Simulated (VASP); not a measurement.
Write the native input for VASP 6.6.1 that does the following.

| Property | Result |
| --- | --- |
| Task | single point |
| Functional | PBEsol |
| Potentials or basis | VASP PAW PBE potentials, release 64 (Mo_sv, Si) |
| Cutoff | 500 eV |
| k mesh | 7 × 7 × 4 |
| Occupations | fermi-dirac, width 0.05 eV |
| Spin | no spin polarisation |
| Hubbard terms | Mo d U = 2.0 eV |
| Dipole correction | no |
| Further INCAR settings | ALGO = Normal; EDIFF = 1e-06; NBANDS = 43 |

The structure of Si2Mo lies in POSCAR:

```
Si2Mo
1.0
    4.5711182729      0.0000000000      0.0000000000
   -2.2855591365      3.9587045480      0.0000000000
    0.0000000000      0.0000000000      6.5592210044
Mo Si
3 6
Direct
    0.5000000000      0.5000000000      0.8333333333
    0.0000000000      0.5000000000      0.1666666667
    0.5000000000      0.0000000000      0.5000000000
    0.1641032006      0.3282064011      0.5000000000
    0.6717935989      0.8358967994      0.1666666667
    0.8358967994      0.1641032006      0.8333333333
    0.8358967994      0.6717935989      0.5000000000
    0.3282064011      0.1641032006      0.1666666667
    0.1641032006      0.8358967994      0.8333333333
```

These files were run (other wordings do the same):

INCAR

```
ALGO = Normal
EDIFF = 1E-6
ENCUT = 500
GGA = PS
GGA_COMPAT = False
ISIF = 2
ISMEAR = -1
LASPH = True
LCHARG = False
LDAU = True
LDAUJ = 0 0
LDAUL = 2 -1
LDAUPRINT = 1
LDAUTYPE = 2
LDAUU = 2 0
LMAXMIX = 4
LREAL = False
LWAVE = False
NBANDS = 43
NELM = 200
PREC = Accurate
SIGMA = 0.05
```

KPOINTS

```
k-points
0
Gamma
  7 7 4
```

Potentials or basis: VASP PAW PBE potentials, release 64 (Mo_sv, Si).

Run with:

```bash
$ cat potpaw_PBE.64/Mo_sv/POTCAR potpaw_PBE.64/Si/POTCAR > POTCAR
$ mpirun -np 1 vasp_std > vasp.out
```

Results of the run:

The pressure is 2.1 GPa. The largest force is 0.027 eV/Å and the band gap on the k mesh is 0.40 eV (least direct gap 0.78 eV).

Caveat: the PAW data sets were made with another functional, which shifts forces and pressure a little; an odd mesh through Γ misses points on the zone boundary, where band edges can lie; the U is typed as a test and isn't derived for this compound.

Run time: 3.4 min on 1 thread of Intel Xeon 8259CL (shared host), peak memory 0.28 GiB.
